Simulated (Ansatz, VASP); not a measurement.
Be3Bi2 in VASP and in Ansatz

The input INCAR:

```
SYSTEM = Be3Bi2
  PREC = Accurate
  ENCUT = 600
  EDIFF = 1E-6
  ISMEAR = 0
  SIGMA = 0.1
  LREAL = .FALSE.
  LASPH = .TRUE.
  NELM = 60
  ALGO = Normal
  ISIF = 3
  LWAVE = .FALSE.
  LCHARG = .FALSE.
  GGA = PE
  IBRION = 2
  NSW = 90
  EDIFFG = -0.04
```

Contents of KPOINTS:

```
regular mesh
0
G
  6 6 4
  0 0 0
```

POSCAR

```
Be3Bi2
1.0
    4.2029478800      0.0000000000      0.0000000000
   -2.1014739400      3.6398596400      0.0000000000
    0.0000000000      0.0000000000      5.1610677000
Be Bi
3 2
Direct
    0.0000000000      0.0000000000      0.7454000100
    0.0000000000      0.0000000000      0.2545999900
    0.6666666700      0.3333333300      0.0000000000
    0.6666666700      0.3333333300      0.5000000000
    0.3333333300      0.6666666700      0.0000000000
```

Input for Ansatz:

```yaml
crystal:
  lattice:
    - [4.20294788, 0.0, 0.0]
    - [-2.10147394, 3.63985964, 0.0]
    - [0.0, 0.0, 5.1610677]
  atoms:
    - { symbol: Be, position: [0.0, 0.0, 0.74540001] }
    - { symbol: Be, position: [0.0, 0.0, 0.25459999] }
    - { symbol: Be, position: [0.66666667, 0.33333333, 0.0] }
    - { symbol: Bi, position: [0.66666667, 0.33333333, 0.5] }
    - { symbol: Bi, position: [0.33333333, 0.66666667, 0.0] }
basis:
  ecutwfc: 420
kpoints:
  mp_grid: { grid: [6, 6, 4] }
hamiltonian:
  xc: pbe
scf:
  occupations: { method: gaussian, width: 0.1 }
  lower_state_search: "off"
output:
  forces: true
  stress: true
  eigenvalues: true
relax:
  adjacent_minimum: "off"
  f_tol: 0.04
  max_steps: 70
  cell: { stress_tol: 0.4 }
```

Change from the starting cell: species swapped into the Fe3Ge2 type (P-6m2, No. 187).

Alike in both runs: task relaxation of cell and atoms; functional PBE; k mesh 6 × 6 × 4; occupations gaussian, width 0.1 eV; no spin polarisation.

|  | VASP | Ansatz |
| --- | --- | --- |
| version | VASP 6.6.1 | Ansatz 0.2.0 |
| potentials or method | VASP PAW PBE potentials, release 64 (Be, Bi_d), cutoff 600 eV | scalar-relativistic, plane waves, PAW |
| valence electrons in the cell | 36 | 36 |

VASP gave:

- gap on the k mesh at the Fermi level, each at its own relaxed structure (eV): none
- relaxed volume (Å³/atom): 18.98
- relaxed cell length with the largest relative difference (Å): 5.215

Problem. Which values does Ansatz return?

Solution. gap on the k mesh at the Fermi level, each at its own relaxed structure (eV): none; relaxed volume (Å³/atom): 19.08; relaxed cell length with the largest relative difference (Å): 5.363.

A gap of «none» marks a metal or a gap that the smearing closes.

Spin-orbit coupling is off throughout. Noted on VASP's run: the volume moved by over 15 % at a fixed basis, so the end points are rough.
